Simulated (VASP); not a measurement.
Input of a VASP 6.6.1 run:

File INCAR:

```
ALGO = Normal
EDIFF = 1E-7
EDIFFG = -0.005
ENCUT = 600
IBRION = 2
ISIF = 3
ISMEAR = -1
LASPH = True
LCHARG = False
LREAL = False
LWAVE = False
NELM = 60
NSW = 60
PREC = Accurate
PSTRESS = 5100.0
SIGMA = 0.1
```

File KPOINTS:

```
k-points
0
Gamma
  20 20 11
```

Contents of POSCAR:

```
Ru
1.0
    2.2695361370      0.0000000000      0.0000000000
   -1.1347680685      1.9654759494      0.0000000000
    0.0000000000      0.0000000000      3.6766485419
Ru
2
Direct
    0.3333333333      0.6666666667      0.2500000000
    0.6666666667      0.3333333333      0.7500000000
```

Potentials or basis: VASP PAW LDA potentials, release 64 (Ru_pv).

Command:

```sh
$ cat potpaw_LDA.64/Ru_pv/POTCAR > POTCAR
$ mpirun -np 1 vasp_std > vasp.out
```

(1) Estimate the relaxed volume.

(2) Estimate the space group after relaxing (to 0.1 Å).

Answers

(1) 8.19 Å³/atom.

(2) P6_3/mmc (No. 194).

Caveat: the cell is relaxed towards a set pressure, so the run minimises the enthalpy, not the energy.
